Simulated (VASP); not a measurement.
# AlNi (P4/mmm) in VASP: notebook

The runs below take AlNi through single point, with PBEsol.

Program: VASP 6.6.1. These are calculated values, not measurements. Logs are shortened: lines on timing, memory, paths and dates and some standing lists are left out, and cuts for length are marked.

**1. The cell of the first run**

The structure is tetragonal, space group P4/mmm (No. 123). Conventional cell: a = 2.881 Å, b = 2.881 Å, c = 2.795 Å, α = 90.00°, β = 90.00°, γ = 90.00°. Al (site symmetry 4/mmm) has 8 Ni at 2.47 Å and 6 Al at 2.79 to 2.88 Å within 3.3 Å. Within 3.3 Å of Ni (site symmetry 4/mmm) lie 8 Al at 2.47 Å and 6 Ni at 2.79 to 2.88 Å.

**2. Single point, PBEsol, collinear spin, ferromagnetic start (zz strain of -3 %)**

Input file INCAR:

```
PREC = Accurate
ENCUT = 520
EDIFF = 1E-7
ISMEAR = -1
SIGMA = 0.05
LREAL = False
LASPH = True
NELM = 150
ALGO = Normal
ISIF = 2
LWAVE = False
LCHARG = False
ISPIN = 2
MAGMOM = 0 1.5
LORBIT = 11
LMAXMIX = 4
GGA = PS
NBANDS = 18
```

Input file KPOINTS:

```
regular mesh
0
Gamma
  13 13 13
```

Input file POSCAR:

```
AlNi
1.0
    2.8810000000      0.0000000000      0.0000000000
    0.0000000000      2.8810000000      0.0000000000
    0.0000000000      0.0000000000      2.7945700000
Al Ni
1 1
Direct
    0.0000000000      0.0000000000      0.0000000000
    0.5000000000      0.5000000000      0.5000000000
```

Potentials or basis: VASP PAW PBE potentials, release 64 (Al, Ni).

Launch:

```sh
$ cat potpaw_PBE.64/Al/POTCAR potpaw_PBE.64/Ni/POTCAR > POTCAR
$ mpirun -np 1 vasp_std > vasp.out
```

OUTCAR:

```text
PREC = Accurate
   ENCUT = 520
   EDIFF = 1E-7
   ISMEAR = -1
   LREAL = False
   LASPH = True
   NELM = 150
   ISIF = 2
   ISPIN = 2
   LORBIT = 11
   GGA = PS

 ion  position               nearest neighbor table
   1  0.000  0.000  0.000-   2 2.47   2 2.47   2 2.47   2 2.47   2 2.47   2 2.47   2 2.47   2 2.47

   2  0.500  0.500  0.500-   1 2.47   1 2.47   1 2.47   1 2.47   1 2.47   1 2.47   1 2.47   1 2.47

  LATTYP: Found a simple tetragonal cell.
 ALAT       =     2.8810000000
 C/A-ratio  =     0.9700000000

  Lattice vectors:

 A1 = (   2.8810000000,   0.0000000000,   0.0000000000)
 A2 = (   0.0000000000,   2.8810000000,   0.0000000000)
 A3 = (   0.0000000000,   0.0000000000,   2.7945700000)

Analysis of symmetry for initial positions (statically):
=====================================================================
 Subroutine PRICEL returns:
 Original cell was already a primitive cell.

 Routine SETGRP: Setting up the symmetry group for a
 simple tetragonal supercell.

 Subroutine GETGRP returns: Found 16 space group operations
 (whereof 16 operations were pure point group operations)
 out of a pool of 16 trial point group operations.

The static configuration has the point symmetry D_4h.

Analysis of symmetry for dynamics (positions and initial velocities):
=====================================================================
 Subroutine PRICEL returns:
 Original cell was already a primitive cell.

 Routine SETGRP: Setting up the symmetry group for a
 simple tetragonal supercell.

 Subroutine GETGRP returns: Found 16 space group operations
 (whereof 16 operations were pure point group operations)
 out of a pool of 16 trial point group operations.

The dynamic configuration has the point symmetry D_4h.

Analysis of structural, dynamic, and magnetic symmetry:
=====================================================================
 Subroutine PRICEL returns:
 Original cell was already a primitive cell.

 Routine SETGRP: Setting up the symmetry group for a
 simple tetragonal supercell.

 Subroutine GETGRP returns: Found 16 space group operations
 (whereof 16 operations were pure point group operations)
 out of a pool of 16 trial point group operations.

The overall configuration has the point symmetry D_4h.

 Subroutine INISYM returns: Found 16 space group operations
 (whereof 16 operations are pure point group operations),
 and found     1 'primitive' translations

[... 109 lines left out ...]
   ISMEAR =    -1;   SIGMA  =   0.05  broadening in eV -4-tet -1-fermi 0-gaus
   EFERMI_NEDOS =   21; number of points for ismear=-14 and -15
   IALGO  =     38    algorithm
   IMIX   =      4    mixing-type and parameters
     AMIX     =   0.40;   BMIX     =  1.00
     AMIX_MAG =   1.60;   BMIX_MAG =  1.00
  volume/ion in A,a.u.               =      11.60        78.27
  Fermi-wavevector in a.u.,A,eV,Ry     =   1.349757  2.550670 24.787676  1.821843
  Thomas-Fermi vector in A             =   2.477317
   LORBIT       =     11    0 simple, 1 ext, 2 COOP (PROOUT), +10 PAW based schemes
   GGA     = PS    functional components
   LHFCALC =     F    Hartree Fock is set to
   AEXX    =    0.0000 exact exchange contribution
   IVDW    =     0    specifies the selected vdW correction
   LEPSILON=     F    determine dielectric tensor
   LRPA    =     F    only Hartree local field effects (RPA)
 spin polarized calculation
  energy-cutoff  :      520.00
  volume of cell :       23.20
 maximum number of plane-waves:       644
 NGX is ok and might be reduce to    24
   NGX = 11   NGY = 11   NGZ = 11

 number of electron      13.0000006 magnetization      -0.0002939

 number of electron      13.0000006 magnetization       0.0000086

 Free energy of the ion-electron system (eV)
  ---------------------------------------------------
  ext. energy  EPLUGINS =         0.00000000
  ---------------------------------------------------
  free energy    TOTEN  =       -11.58636259 eV

  energy without entropy =      -11.58107169  energy(sigma->0) =      -11.58371714

 E-fermi :  10.2892     XC(G=0): -12.3147

 val. band max:       10.2758215062   @ k =   0.3077   0.0000   0.0000
 cond. band min:      10.3039175383   @ k =   0.3846   0.1538   0.3077
 fundamental gap:      0.0280960321
 Fermi energy:        10.2892466340

 spin component 1

 k-point     1 :       0.0000    0.0000    0.0000
  band No.  band energies     occupation
      1      -1.0528      1.00000
      2       6.9010      1.00000
      3       6.9306      1.00000
      4       8.6353      1.00000
      5       8.7329      1.00000
      6       8.7329      1.00000
[... 493 lines left out ...]
     17      33.1123      0.00000
     18      35.4975      0.00000

 [... further k-points ...]

 spin component 2

 k-point     1 :       0.0000    0.0000    0.0000
  band No.  band energies     occupation
      1      -1.0528      1.00000
      2       6.9011      1.00000
      3       6.9307      1.00000
      4       8.6354      1.00000
      5       8.7330      1.00000
      6       8.7330      1.00000
[... 493 lines left out ...]
     17      33.1124      0.00000
     18      35.4976      0.00000

 [... further k-points ...]
[... 5 lines left out ...]
  --------------------------------------------------------------------------------------
  -------------------------------------------------------------------------------------
  Total        0.1191202      0.1191202      0.6499321      0.0000000      0.0000000     -0.0000000
  in kB        8.2280006      8.2280006     44.8928361      0.0000000      0.0000000     -0.0000000
  external PRESSURE =      20.4496124 kB  Pullay stress =       0.0000000 kB

 VOLUME and BASIS-vectors are now :
 -----------------------------------------------------------------------------
  energy-cutoff  :      520.00
  volume of cell :       23.20
      direct lattice vectors                 reciprocal lattice vectors
     2.881000000  0.000000000  0.000000000     0.347101701  0.000000000  0.000000000
     0.000000000  2.881000000  0.000000000     0.000000000  0.347101701  0.000000000
     0.000000000  0.000000000  2.794570000     0.000000000  0.000000000  0.357836805

 POSITION                                       TOTAL-FORCE (eV/Angst)
 -----------------------------------------------------------------------------------
      0.00000      0.00000      0.00000         0.000000      0.000000      0.000000
      1.44050      1.44050      1.39729         0.000000      0.000000      0.000000
 -----------------------------------------------------------------------------------
    total drift:                                0.000000     -0.000000     -0.000000

  FREE ENERGIE OF THE ION-ELECTRON SYSTEM (eV)
  ---------------------------------------------------
  free  energy   TOTEN  =       -11.5863625920 eV

  energy  without entropy=      -11.5810716862  energy(sigma->0) =      -11.58371714

 total charge

# of ion       s       p       d       tot
------------------------------------------
    1        0.386   0.426   0.000   0.812
    2        0.493   0.547   8.493   9.532
--------------------------------------------------
tot          0.879   0.974   8.493  10.345

 magnetization (x)

# of ion       s       p       d       tot
------------------------------------------
    1       -0.000  -0.000   0.000  -0.000
    2        0.000   0.000   0.000   0.000
--------------------------------------------------
tot          0.000   0.000   0.000   0.000
```

Wall time 88 s (1 thread of Intel Xeon Platinum 8124M at 3.00GHz (Skylake/Cascade Lake), shared host); peak memory 0.25 GiB.

Results:

| Quantity | Value |
| --- | --- |
| Free energy | -11.5864 eV |
| Pressure | 2.0 GPa |
| Net moment | 0.00 μB per cell |
| Valence electrons inside the program's atomic spheres | Al 0.81; Ni 9.53 |

Levels at points of the mesh, in eV from the Fermi level:
Spin up:
```csv
k point,band 2,band 3,band 4,band 5,band 6,band 7,band 8,band 9,band 10,band 11
"(0.00, 0.00, 0.00)",-3.39,-3.36,-1.65,-1.56,-1.56,5.27,5.27,6.40,8.13,8.34
```
Spin down:
```csv
k point,band 4,band 5,band 6,band 7,band 8,band 9
"(0.00, 0.00, 0.00)",-1.65,-1.56,-1.56,5.27,5.27,6.40
```

Caveat: the cell differs from its parent crystal (zz strain of -3 %); the moments typed at the start vanished in this run; the PAW data sets were made with another functional, which shifts forces and pressure a little.

**3. Single point, PBEsol, collinear spin, ferromagnetic start (equal xx and yy strain of -3 %)**

Input file INCAR:

```
SYSTEM = AlNi
PREC = Accurate ; ENCUT = 520
EDIFF = 1E-7 ; ISMEAR = -1
SIGMA = 0.05 ; LREAL = .FALSE.
LASPH = .TRUE. ; NELM = 150
ALGO = Normal ; ISIF = 2
LWAVE = .FALSE. ; LCHARG = .FALSE.
ISPIN = 2 ; MAGMOM = 0 1.5
LORBIT = 11 ; LMAXMIX = 4
GGA = PS ; NBANDS = 18
```

Input file KPOINTS:

```
regular mesh
0
G
  13 13 13
  0 0 0
```

Input file POSCAR:

```
AlNi
1.0
    2.7945700000      0.0000000000      0.0000000000
    0.0000000000      2.7945700000      0.0000000000
    0.0000000000      0.0000000000      2.8810000000
Al Ni
1 1
Direct
    0.0000000000      0.0000000000      0.0000000000
    0.5000000000      0.5000000000      0.5000000000
```

Potentials or basis: VASP PAW PBE potentials, release 64 (Al, Ni).

Launch:

```sh
$ cat potpaw_PBE.64/Al/POTCAR potpaw_PBE.64/Ni/POTCAR > POTCAR
$ mpirun -np 1 vasp_std > vasp.out
```

Wall time 99 s (1 thread of Intel Xeon Platinum 8375C at 2.90GHz (Ice Lake), shared host); peak memory 0.24 GiB.

The run converged. Its results:

```
Free energy                                           : -11.5657 eV
Pressure                                              : 8.0 GPa
Net moment                                            : 0.00 μB per cell
Valence electrons inside the program's atomic spheres : Al 0.83; Ni 9.59
```

Stress tensor (GPa, compression positive):
```
9.01 0.00 0.00
0.00 9.01 0.00
0.00 0.00 5.84
```

Levels at points of the mesh, in eV from the Fermi level:
Spin up:
```tsv
k point	band 2	band 3	band 4	band 5	band 6	band 7	band 8	band 9	band 10	band 11
(0.00, 0.00, 0.00)	-3.54	-3.50	-1.68	-1.68	-1.59	5.04	6.16	6.16	8.20	8.49
```
Spin down:
| k point | band 2 | band 3 | band 4 | band 5 | band 6 | band 7 | band 8 | band 9 | band 10 | band 11 |
| --- | --- | --- | --- | --- | --- | --- | --- | --- | --- | --- |
| (0.00, 0.00, 0.00) | -3.54 | -3.50 | -1.68 | -1.68 | -1.59 | 5.04 | 6.16 | 6.16 | 8.20 | 8.49 |

Caveat: the cell differs from its parent crystal (equal xx and yy strain of -3 %); the cell stands under pressure; the moments typed at the start vanished in this run; the PAW data sets were made with another functional, which shifts forces and pressure a little.

**4. Single point, PBEsol, collinear spin, ferromagnetic start (equal xx and yy strain of +2 %)**

Input file INCAR:

```
SYSTEM = AlNi
ALGO = Normal
EDIFF = 1E-6
ENCUT = 520
GGA = PS
ISIF = 2
ISMEAR = -1
ISPIN = 2
LASPH = .True.
LCHARG = .False.
LMAXMIX = 4
LORBIT = 11
LREAL = .False.
LWAVE = .False.
MAGMOM = 0 1.5
NBANDS = 18
NELM = 150
PREC = Accurate
SIGMA = 0.05
```

Input file KPOINTS:

```
k-points
0
Gamma
  13 13 13
  0 0 0
```

Input file POSCAR:

```
AlNi
1.0
    2.9386200000      0.0000000000      0.0000000000
    0.0000000000      2.9386200000      0.0000000000
    0.0000000000      0.0000000000      2.8810000000
Al Ni
1 1
Direct
    0.0000000000      0.0000000000      0.0000000000
    0.5000000000      0.5000000000      0.5000000000
```

Potentials or basis: VASP PAW PBE potentials, release 64 (Al, Ni).

Launch:

```sh
$ cat potpaw_PBE.64/Al/POTCAR potpaw_PBE.64/Ni/POTCAR > POTCAR
$ mpirun -np 1 vasp_std > vasp.out
```

OUTCAR:

```text
SYSTEM = AlNi
   EDIFF = 1E-6
   ENCUT = 520
   GGA = PS
   ISIF = 2
   ISMEAR = -1
   ISPIN = 2
   LASPH = .True.
   LORBIT = 11
   LREAL = .False.
   NELM = 150
   PREC = Accurate

 ion  position               nearest neighbor table
   1  0.000  0.000  0.000-   2 2.53   2 2.53   2 2.53   2 2.53   2 2.53   2 2.53   2 2.53   2 2.53

   2  0.500  0.500  0.500-   1 2.53   1 2.53   1 2.53   1 2.53   1 2.53   1 2.53   1 2.53   1 2.53

  LATTYP: Found a simple tetragonal cell.
 ALAT       =     2.9386200000
 C/A-ratio  =     0.9803921569

  Lattice vectors:

 A1 = (   2.9386200000,   0.0000000000,   0.0000000000)
 A2 = (   0.0000000000,   2.9386200000,   0.0000000000)
 A3 = (   0.0000000000,   0.0000000000,   2.8810000000)

Analysis of symmetry for initial positions (statically):
[... 1226 lines left out ...]
      direct lattice vectors                 reciprocal lattice vectors
     2.938620000  0.000000000  0.000000000     0.340295785  0.000000000  0.000000000
     0.000000000  2.938620000  0.000000000     0.000000000  0.340295785  0.000000000
     0.000000000  0.000000000  2.881000000     0.000000000  0.000000000  0.347101701

 POSITION                                       TOTAL-FORCE (eV/Angst)
 -----------------------------------------------------------------------------------
      0.00000      0.00000      0.00000         0.000000      0.000000      0.000000
      1.46931      1.46931      1.44050         0.000000      0.000000      0.000000
 -----------------------------------------------------------------------------------
    total drift:                                0.000000      0.000000     -0.000000

  FREE ENERGIE OF THE ION-ELECTRON SYSTEM (eV)
  ---------------------------------------------------
  free  energy   TOTEN  =       -11.5495453463 eV

  energy  without entropy=      -11.5438030753  energy(sigma->0) =      -11.54667421

 total charge

# of ion       s       p       d       tot
------------------------------------------
    1        0.379   0.395   0.000   0.775
    2        0.464   0.487   8.460   9.411
--------------------------------------------------
tot          0.844   0.882   8.460  10.185

 magnetization (x)

# of ion       s       p       d       tot
------------------------------------------
    1        0.000  -0.000   0.000   0.000
    2        0.000  -0.000   0.000   0.000
--------------------------------------------------
tot          0.000  -0.000   0.000   0.000
```

OSZICAR:

```text
N       E                     dE             d eps       ncg     rms          rms(c)
DAV:   1     0.439619481410E+02    0.43962E+02   -0.50658E+03 14504   0.749E+02
DAV:   2    -0.104079265880E+02   -0.54370E+02   -0.47960E+02 15278   0.160E+02
DAV:   3    -0.129751286771E+02   -0.25672E+01   -0.25189E+01 16966   0.360E+01
DAV:   4    -0.130087184981E+02   -0.33590E-01   -0.33561E-01 16448   0.364E+00
DAV:   5    -0.130094761206E+02   -0.75762E-03   -0.75757E-03 16464   0.600E-01    0.136E+01
DAV:   6    -0.159497874201E+02   -0.29403E+01   -0.50751E+01 16012   0.830E+01    0.189E+01
DAV:   7    -0.115924911628E+02    0.43573E+01   -0.14551E+01 15990   0.479E+01    0.224E+00
DAV:   8    -0.115624816748E+02    0.30009E-01   -0.49211E-01 18640   0.668E+00    0.112E+00
DAV:   9    -0.115489763120E+02    0.13505E-01   -0.47326E-02 16768   0.187E+00    0.684E-01
DAV:  10    -0.115496257294E+02   -0.64942E-03   -0.17194E-03 19166   0.405E-01    0.232E-01
DAV:  11    -0.115494305571E+02    0.19517E-03   -0.22967E-03 18464   0.392E-01    0.122E-01
DAV:  12    -0.115495495533E+02   -0.11900E-03   -0.32509E-04 18242   0.163E-01    0.392E-02
DAV:  13    -0.115495457662E+02    0.37871E-05   -0.95028E-06 18998   0.317E-02    0.182E-02
DAV:  14    -0.115495453463E+02    0.41994E-06   -0.23647E-06  9326   0.182E-02
   1 F= -.11549545E+02 E0= -.11546674E+02  d E =-.574227E-02  mag=     0.0000
```

stdout:

```text
POSCAR found type information on POSCAR AlNi
 POSCAR found :  2 types and       2 ions
 scaLAPACK will be used
 -----------------------------------------------------------------------------
|                                                                             |
|                                                                             |
|     You enforced a specific xc type in the INCAR file but a different       |
|     I HOPE YOU KNOW WHAT YOU ARE DOING!                                     |
|                                                                             |
 -----------------------------------------------------------------------------

 LDA part: xc-table for (Slater+PW92), standard interpolation
 POSCAR, INCAR and KPOINTS ok, starting setup
 FFT: planning ... GRIDC
 FFT: planning ... GRID_SOFT
 FFT: planning ... GRID
 WAVECAR not read
 entering main loop
```

Run time: 1.9 min. Hardware: 1 thread of Intel Xeon Platinum 8375C at 2.90GHz (Ice Lake), shared host; peak memory 0.25 GiB.

What came out:

```
Free energy                                           : -11.5495 eV
Pressure                                              : -8.9 GPa
Net moment                                            : 0.00 μB per cell
Valence electrons inside the program's atomic spheres : Al 0.78; Ni 9.41
```

Levels at points of the mesh, in eV from the Fermi level:
Spin up:
| k point | band 3 | band 4 | band 5 | band 6 | band 7 | band 8 | band 9 | band 10 |
| --- | --- | --- | --- | --- | --- | --- | --- | --- |
| (0.00, 0.00, 0.00) | -3.03 | -1.48 | -1.43 | -1.43 | 5.12 | 5.12 | 5.81 | 7.95 |
Spin down:
```csv
k point,band 3,band 4,band 5,band 6,band 7,band 8,band 9,band 10
"(0.00, 0.00, 0.00)",-3.02,-1.48,-1.42,-1.42,5.12,5.12,5.81,7.96
```

Caveat: the cell differs from its parent crystal (equal xx and yy strain of +2 %); the cell stands under tension; the moments typed at the start vanished in this run; the PAW data sets were made with another functional, which shifts forces and pressure a little.
